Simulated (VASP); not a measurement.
Crystal: TaN.

```
Ta N
1.0
     2.93800    0.00000    0.00000
    -1.46900    2.54438    0.00000
     0.00000    0.00000    2.88300
Ta N
1 1
Cartesian
  0.0000 1.6963 1.4415
  0.0000 0.0000 0.0000
```

Base run:

- Program: VASP 6.6.1
- Functional: PBEsol
- Potentials or basis: VASP PAW PBE potentials, release 64 (Ta_pv, N)
- Cutoff: 520 eV
- k mesh: 12 × 12 × 10
- Occupations: methfessel-paxton, width 0.05 eV
- Spin: no spin polarisation

Its results: band gap on the k mesh zero (band 8 reaches 8.49 eV, above the bottom of band 9 at 7.99 eV); pressure -4.1 GPa.

Problem. The run is repeated on the same cell with these changes: functional from PBEsol to LDA; potentials or basis from VASP PAW PBE potentials, release 64 (Ta_pv, N) to VASP PAW LDA potentials, release 64 (Ta_pv, N). What comes out?

Solution. Band gap on the k mesh zero (band 8 reaches 8.48 eV, above the bottom of band 9 at 7.99 eV); pressure -9.8 GPa.

Caveats: spin-orbit coupling is left out, which moves the levels of the heavy elements; the PAW data sets were made with another functional, which shifts forces and pressure a little (some runs).
